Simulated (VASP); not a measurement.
A run of VASP 6.6.1 is set up as follows.

INCAR

```
  PREC = Accurate
  ENCUT = 600
  EDIFF = 1E-7
  ISMEAR = 0
  SIGMA = 0.1
  LREAL = F
  LASPH = T
  NELM = 60
  ALGO = Normal
  ISIF = 3
  LWAVE = F
  LCHARG = F
  GGA = PE
  IBRION = 2
  NSW = 90
  EDIFFG = -0.04
```

KPOINTS

```
Automatic mesh
0
Gamma
  4 4 4
```

File POSCAR:

```
Ge2P
1.0
    0.0000000000      3.3341847600      3.3341847600
    3.3341847600      0.0000000000      3.3341847600
    3.3341847600      3.3341847600      0.0000000000
Ge P
2 1
Direct
    0.2500000000      0.2500000000      0.2500000000
    0.7500000000      0.7500000000      0.7500000000
    0.0000000000      0.0000000000      0.0000000000
```

Potentials or basis: VASP PAW PBE potentials, release 64 (Ge_d, P).

The run is started by

```console
$ cat potpaw_PBE.64/Ge_d/POTCAR potpaw_PBE.64/P/POTCAR > POTCAR
$ mpirun -np 1 vasp_std > vasp.out
```

(1) Predict the space group after relaxing (to 0.1 Å).

(2) What does it give for the band gap on the k mesh?

## Answers

(1) Fm-3m (No. 225).

(2) zero (an odd number of electrons rules out a gap without spin polarisation).
